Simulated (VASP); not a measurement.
# C (I4/mmm) in VASP: further runs, part 3 of 3

VASP 6.6.1. Earlier steps stand in the parts before.

## 6. Relaxation of cell and atoms, PBE

This run uses another cell than the first one, of 6.42 Å³/atom, 1.207 times its volume.

File INCAR:

```
PREC = Accurate ; ENCUT = 600
EDIFF = 1E-6 ; ISMEAR = 0
SIGMA = 0.1 ; LREAL = False
LASPH = True ; NELM = 100
ALGO = Normal ; ISIF = 3
LWAVE = False ; LCHARG = False
GGA = PE ; IBRION = 2
NSW = 100 ; EDIFFG = -0.01
```

File KPOINTS:

```
Automatic mesh
0
Gamma
  20 20 20
```

File POSCAR:

```
C
1.0
   -1.5591219139      1.5591219139      1.9801738475
    1.5591219139     -1.5591219139      1.9801738475
    1.5591219139      1.5591219139     -1.9801738475
C
3
Direct
    0.5000000000      0.0000000000      0.5000000000
    0.0000000000      0.5000000000      0.5000000000
    0.0000000000      0.0000000000      0.0000000000
```

Potentials or basis: VASP PAW PBE potentials, release 64 (C).

Started as:

```bash
> cat potpaw_PBE.64/C/POTCAR > POTCAR
> mpirun -np 1 vasp_std > vasp.out
```

OUTCAR:

```text
PREC = Accurate
   ENCUT = 600
   EDIFF = 1E-6
   ISMEAR = 0
   LREAL = False
   LASPH = True
   NELM = 100
   ISIF = 3
   GGA = PE
   IBRION = 2
   NSW = 100
   EDIFFG = -0.01

 ion  position               nearest neighbor table
   1  0.500  0.000  0.500-   3 1.56   3 1.56   2 1.98   2 1.98
   2  0.000  0.500  0.500-   3 1.56   3 1.56   1 1.98   1 1.98
   3  0.000  0.000  0.000-   1 1.56   2 1.56   2 1.56   1 1.56

  LATTYP: Found a body centered tetragonal cell.
 ALAT       =     3.1182438278
 C/A-ratio  =     1.2700570942

  Lattice vectors:

 A1 = (  -1.5591219139,   1.5591219139,   1.9801738475)
 A2 = (   1.5591219139,  -1.5591219139,   1.9801738475)
 A3 = (   1.5591219139,   1.5591219139,  -1.9801738475)

Analysis of symmetry for initial positions (statically):
=====================================================================
 Subroutine PRICEL returns:
 Original cell was already a primitive cell.

 Routine SETGRP: Setting up the symmetry group for a
 body centered tetragonal supercell.

 Subroutine GETGRP returns: Found 16 space group operations
 (whereof 16 operations were pure point group operations)
 out of a pool of 16 trial point group operations.

The static configuration has the point symmetry D_4h.

Analysis of symmetry for dynamics (positions and initial velocities):
=====================================================================
 Subroutine PRICEL returns:
 Original cell was already a primitive cell.

 Routine SETGRP: Setting up the symmetry group for a
 body centered tetragonal supercell.

 Subroutine GETGRP returns: Found 16 space group operations
 (whereof 16 operations were pure point group operations)
 out of a pool of 16 trial point group operations.

The dynamic configuration has the point symmetry D_4h.

 Subroutine INISYM returns: Found 16 space group operations
[... 127 lines left out ...]
   IVDW    =     0    specifies the selected vdW correction
   LEPSILON=     F    determine dielectric tensor
   LRPA    =     F    only Hartree local field effects (RPA)
 conjugate gradient relaxation of ions
 non-spin polarized calculation
 Gauss-broadening in eV      SIGMA  =   0.10
  energy-cutoff  :      600.00
  volume of cell :       19.25
 maximum number of plane-waves:       662
   NGX = 11   NGY = 11   NGZ = 11

--------------------------------------- Ionic step        1  -------------------------------------------

 number of electron      11.9999999 magnetization

 Free energy of the ion-electron system (eV)
  ---------------------------------------------------
  ext. energy  EPLUGINS =         0.00000000
  ---------------------------------------------------
  free energy    TOTEN  =       -18.18210032 eV

  energy without entropy =      -18.17726699  energy(sigma->0) =      -18.17968365

------------------------ aborting loop because EDIFF is reached ----------------------------------------

  FORCE on cell =-STRESS in cart. coord.  units (eV):
  Direction    XX          YY          ZZ          XY          YZ          ZX
  --------------------------------------------------------------------------------------
  -------------------------------------------------------------------------------------
  Total       -0.0376618     -0.0376618      0.4440258      0.0000000     -0.0000000      0.0000000
  in kB       -3.1339190     -3.1339190     36.9483713      0.0000000     -0.0000000      0.0000000
  external PRESSURE =      10.2268445 kB  Pullay stress =       0.0000000 kB
[... 209 lines left out ...]
--------------------------------------- Ionic step        7  -------------------------------------------

 number of electron      12.0000000 magnetization

 Free energy of the ion-electron system (eV)
  ---------------------------------------------------
  ext. energy  EPLUGINS =         0.00000000
  ---------------------------------------------------
  free energy    TOTEN  =       -18.19278963 eV

  energy without entropy =      -18.18844431  energy(sigma->0) =      -18.19061697

 E-fermi :   8.5609     XC(G=0): -12.7255

 val. band max:        8.5565687043   @ k =  -0.2000  -0.2500   0.1000
 cond. band min:       8.5626830723   @ k =   0.1500   0.1000  -0.0000
 fundamental gap:      0.0061143681
 Fermi energy:         8.5608691973

 k-point     1 :       0.0000    0.0000    0.0000
  band No.  band energies     occupation
      1     -12.3436      2.00000
      2      -0.1439      2.00000
      3      -0.1439      2.00000
      4       5.4691      2.00000
      5       5.9587      2.00000
      6       7.4713      2.00000
      7      10.0752      0.00000
      8      10.3900      0.00000
      9      10.3900      0.00000
     10      15.4273      0.00000
[... 287 lines left out ...]
 k-point    24 :      -0.3500    0.0500    0.0000
  band No.  band energies     occupation
      1     -10.3949      2.00000
      2      -4.3685      2.00000
      3      -0.3334      2.00000
      4       4.0541      2.00000
      5       5.4699      2.00000
      6       7.3039      2.00000
      7       8.7152      0.02903
      8       9.8130      0.00000
      9      13.5628      0.00000
     10      14.3015      0.00000

 [... further k-points ...]
[... 5 lines left out ...]
  --------------------------------------------------------------------------------------
  -------------------------------------------------------------------------------------
  Total       -0.0128937     -0.0128937     -0.0221577      0.0000000     -0.0000000      0.0000000
  in kB       -1.0335146     -1.0335146     -1.7760837      0.0000000     -0.0000000      0.0000000
  external PRESSURE =      -1.2810376 kB  Pullay stress =       0.0000000 kB
[... 18 lines left out ...]
  FREE ENERGIE OF THE ION-ELECTRON SYSTEM (eV)
  ---------------------------------------------------
  free  energy   TOTEN  =       -18.1927896306 eV

  energy  without entropy=      -18.1884443059  energy(sigma->0) =      -18.19061697

 reached required accuracy - stopping structural energy minimisation
```

OSZICAR:

```text
N       E                     dE             d eps       ncg     rms          rms(c)
DAV:   1     0.224192309373E+02    0.22419E+02   -0.74225E+03 12838   0.131E+03
DAV:   2    -0.168542071760E+02   -0.39273E+02   -0.37152E+02 17838   0.178E+02
DAV:   3    -0.185348487905E+02   -0.16806E+01   -0.16361E+01 15270   0.335E+01
DAV:   4    -0.185536388394E+02   -0.18790E-01   -0.18681E-01 15876   0.347E+00
[... 49 lines left out ...]
DAV:   1    -0.181936733737E+02   -0.17577E-02   -0.98587E-02 12834   0.294E+00    0.182E-01
DAV:   2    -0.181930789581E+02    0.59442E-03   -0.20843E-03 14200   0.428E-01    0.105E-01
DAV:   3    -0.181927908703E+02    0.28809E-03   -0.52587E-04 13636   0.181E-01    0.161E-02
DAV:   4    -0.181927897211E+02    0.11492E-05   -0.34627E-05 13726   0.521E-02    0.708E-03
DAV:   5    -0.181927896306E+02    0.90426E-07   -0.12953E-06  7222   0.109E-02
   7 F= -.18192790E+02 E0= -.18190617E+02  d E =-.825234E-03
```

CONTCAR:

```text
C
   1.00000000000000
    -1.5476247976563469    1.5476247976563469    2.0863223875063750
     1.5476247976563469   -1.5476247976563469    2.0863223875063750
     1.5476247976563469    1.5476247976563469   -2.0863223875063750
  C
     3
Direct
     0.5000000000000000    0.0000000000000000    0.5000000000000000
     0.0000000000000000    0.5000000000000000    0.5000000000000000
     0.0000000000000000    0.0000000000000000    0.0000000000000000

  0.00000000E+00  0.00000000E+00  0.00000000E+00
  0.00000000E+00  0.00000000E+00  0.00000000E+00
  0.00000000E+00  0.00000000E+00  0.00000000E+00
```

It took 3.4 min on 1 thread of AMD EPYC 7R13, shared host; peak memory 0.25 GiB.

What came out:

```yaml
Free_energy: -18.1928 eV
Relaxed_volume: 6.66 Å³/atom
Relaxed_cell: a = 3.024 Å, b = 3.024 Å, c = 3.024 Å, α = 118.43°, β = 118.43°, γ = 92.74°
Space_group_after_relaxing_to_0.05_Å: I4/mmm (No. 139)
Energy_gained_by_relaxing: 3.6 meV/atom
Ionic_steps: 7
Pressure_after_relaxing: -0.1 GPa
Band_gap_on_the_k_mesh: zero (band 6 reaches 10.13 eV, above the bottom of band 7 at 7.26 eV)
```

The path:
| step | energy change (eV) | largest force (eV/Å) | pressure (GPa) | volume (Å³) |
| --- | --- | --- | --- | --- |
| 1 | 0.0000 | 0.0000 | 1.02 | 19.25 |
| 2 | -0.0029 | 0.0000 | 0.40 | 19.37 |
| 3 | -0.0086 | 0.0000 | -0.92 | 19.71 |
| 4 | -0.0080 | 0.0000 | -2.66 | 20.38 |
| 5 | -0.0099 | 0.0000 | -1.87 | 20.04 |
| 6 | -0.0098 | 0.0000 | 1.62 | 19.93 |
| 7 | -0.0107 | 0.0000 | -0.13 | 19.99 |

Final structure:
```
CELL_PARAMETERS angstrom
-1.54762 1.54762 2.08632
1.54762 -1.54762 2.08632
1.54762 1.54762 -2.08632
ATOMIC_POSITIONS crystal
C 0.50000 0.00000 0.50000
C 0.00000 0.50000 0.50000
C 0.00000 0.00000 0.00000
```

## 7. Summary

| task | spin | cell | k mesh | cutoff (eV) | gap on the mesh (eV) | pressure (GPa) | moment (μB) | relaxed volume (Å³/atom) |
| --- | --- | --- | --- | --- | --- | --- | --- | --- |
| relaxation of cell and atoms | off | relaxed from a = 2.777 Å, angles 115.8, 115.8, 97.5°, 3 atoms | 8 × 8 × 8 | 600 | none | 0.0 | - | 6.43 |
| single point | collinear, ferromagnetic start | a = 2.777 Å, angles 115.8, 115.8, 97.5°, 3 atoms | 8 × 8 × 8 | 520 | none | 69.2 | 0.00 | - |
| single point | collinear, ferromagnetic start | a = 2.964 Å, angles 116.5, 116.5, 96.1°, 3 atoms | 8 × 8 × 8 | 520 | none | 0.4 | 0.00 | - |
| single point | off | a = 3.022 Å, angles 118.4, 118.4, 92.8°, 3 atoms | 20 × 20 × 20 | 520 | none | 0.2 | - | - |
| relaxation of cell and atoms | off | relaxed from a = 2.964 Å, angles 116.5, 116.5, 96.1°, 3 atoms | 20 × 20 × 20 | 600 | none | -0.1 | - | 6.66 |

Alike in all rows: level PBE; potentials or basis VASP PAW PBE potentials, release 64 (C); smearing gaussian 0.1 eV.

Caveats: some runs use coarse meshes; the volume moved by over 15 % at a fixed basis, so the end points are rough (some runs).

Total energies depend on the potentials used, so only differences within one code and one set of settings carry meaning.
